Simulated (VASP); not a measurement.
**As: single point with LDA**

As:

```
As
1.0
    -2.97100    2.60398    1.36597
     2.60398   -2.97100    1.36597
     2.92295    2.92295   -2.03817
As
2
Cartesian
  2.4878 -2.8548 1.3660
  0.0004 2.5555 0.3469
```

- Program: VASP 6.6.1
- Task: single point
- Functional: LDA
- Potentials or basis: VASP PAW LDA potentials, release 64 (As)
- Cutoff: 500 eV
- k mesh: 15 × 15 × 9
- Occupations: fermi-dirac, width 0.1 eV
- Spin: non-collinear spin, zero start, spin-orbit coupling
- Starting moments: [[0.0, 0.0, 0.0], [0.0, 0.0, 0.0]] μB
- Dipole correction: no
- Further INCAR settings: ALGO = Normal; EDIFF = 1e-06; NBANDS = 22

| Quantity | Value |
| --- | --- |
| Pressure | 0.5 GPa |
| Largest force | 0.060 eV/Å |
| Net moment | 0.00 μB per cell |
| Valence electrons inside the program's atomic spheres | As 2.72 |

Forces on the atoms (eV/Å):
```
As   0.043 -0.043  0.000
As  -0.043  0.043  0.000
```

Stress tensor (GPa, compression positive):
```
 0.36  0.06 -0.10
 0.06  0.36 -0.10
-0.10 -0.10  0.84
```

Moments on the atoms (μB; x, y, z):
```
As  0.00 0.00 0.00
As  0.00 0.00 0.00
```

Run time: 4.2 min on 4 MPI ranks on Intel(R) Xeon(R) Platinum 8488C (Sapphire Rapids) (shared host), peak memory 0.69 GiB a rank.
